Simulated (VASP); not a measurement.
The system is WS2.

```
W S
1.0
     3.18000    0.00000    0.00000
    -1.59000    2.75396    0.00000
     0.00000    0.00000   12.50000
W S
2 4
Direct
  0.66667 0.33333 0.75000
  0.33333 0.66667 0.25000
  0.66667 0.33333 0.37500
  0.33333 0.66667 0.87500
  0.66667 0.33333 0.12500
  0.33333 0.66667 0.62500
```

Base run:

* Program: VASP 6.6.1
* Functional: PBE
* Potentials or basis: VASP PAW PBE potentials, release 64 (W_sv, S)
* Cutoff: 520 eV
* k mesh: 7 × 7 × 3
* Occupations: fermi-dirac, width 0.05 eV
* Spin: non-collinear spin, zero start, spin-orbit coupling
* Starting moments: [[0.0, 0.0, 0.0], [0.0, 0.0, 0.0], [0.0, 0.0, 0.0], [0.0, 0.0, 0.0], [0.0, 0.0, 0.0], [0.0, 0.0, 0.0]] μB

Its results: pressure 2.5 GPa; net moment 0.00 μB per cell; largest force 0.155 eV/Å.

Question: The run is repeated on the same cell with these changes: functional from PBE to PBEsol. What comes out?

Answer: Pressure -2.4 GPa; net moment 0.00 μB per cell; largest force 0.110 eV/Å.

PBEsol binds more tightly than PBE, so the same cell stands under less pressure.

Caveats: this functional lacks dispersion, which binds the layers, so the pressure and a relaxed spacing across them are unreliable; the PAW data sets were made with another functional, which shifts forces and pressure a little (at least some runs).
